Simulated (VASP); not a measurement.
Input of a VASP 6.6.1 run:

Contents of POSCAR:

```
S
1.0
    5.3612126934      3.0952975917      1.3522609694
   -5.3612126934      3.0952975917      1.3522609694
    0.0000000000     -6.1905951835      1.3522609693
S
6
Direct
    0.2584597664      0.1512465155      0.9173039165
    0.9173039165      0.2584597664      0.1512465155
    0.1512465155      0.9173039165      0.2584597664
    0.7415402336      0.8487534845      0.0826960835
    0.0826960835      0.7415402336      0.8487534845
    0.8487534845      0.0826960835      0.7415402336
```

The input INCAR.step1:

```
SYSTEM = S
PREC     = Accurate       ! precision mode
ENCUT    = 520            ! plane-wave cutoff, eV
ISMEAR   = 0              ! smearing method
SIGMA    = 0.01           ! smearing width, eV
LREAL    = .False.        ! projectors in reciprocal space
LASPH    = .True.         ! aspherical terms in the spheres
NELM     = 100            ! most SCF steps
NBANDS   = 27             ! bands
GGA      = PE             ! functional
ALGO     = Normal         ! electronic algorithm
EDIFF    = 1E-4           ! SCF threshold, eV
LWAVE    = .True.         ! write WAVECAR
LCHARG   = .False.        ! write CHGCAR
```

Contents of INCAR.step2:

```
SYSTEM = S
PREC     = Accurate       ! precision mode
ENCUT    = 520            ! plane-wave cutoff, eV
EDIFF    = 1E-7           ! SCF threshold, eV
ISMEAR   = 0              ! smearing method
SIGMA    = 0.01           ! smearing width, eV
LREAL    = .False.        ! projectors in reciprocal space
LASPH    = .True.         ! aspherical terms in the spheres
NELM     = 100            ! most SCF steps
ALGO     = Normal         ! electronic algorithm
ISIF     = 2              ! what is computed and relaxed
LWAVE    = .False.        ! write WAVECAR
LCHARG   = .True.         ! write CHGCAR
METAGGA  = R2SCAN         ! meta-GGA
LMIXTAU  = .True.       
LELF     = .True.         ! ELF
LVHAR    = .True.       
NBANDS   = 27             ! bands
ISTART   = 1
```

The input KPOINTS:

```
regular mesh
0
Gamma
  6 6 6
  0 0 0
```

Potentials or basis: VASP PAW PBE potentials, release 64 (S).

Launch:

```bash
$ cat potpaw_PBE.64/S/POTCAR > POTCAR
$ cp INCAR.step1 INCAR
$ mpirun -np 1 vasp_std > vasp.out
$ cp INCAR.step2 INCAR
$ mpirun -np 1 vasp_std > vasp.out
```

(1) What does it give for the band gap on the k mesh?

(2) Estimate the largest force.

(3) Estimate the pressure.

## Answers

(1) 2.10 eV (least direct gap 2.16 eV).

(2) 0.194 eV/Å.

(3) 0.5 GPa.

Caveat: the cell differs from its parent crystal (uniaxial z strain -3.1%); the PAW data sets were made with another functional, which shifts forces and pressure a little.
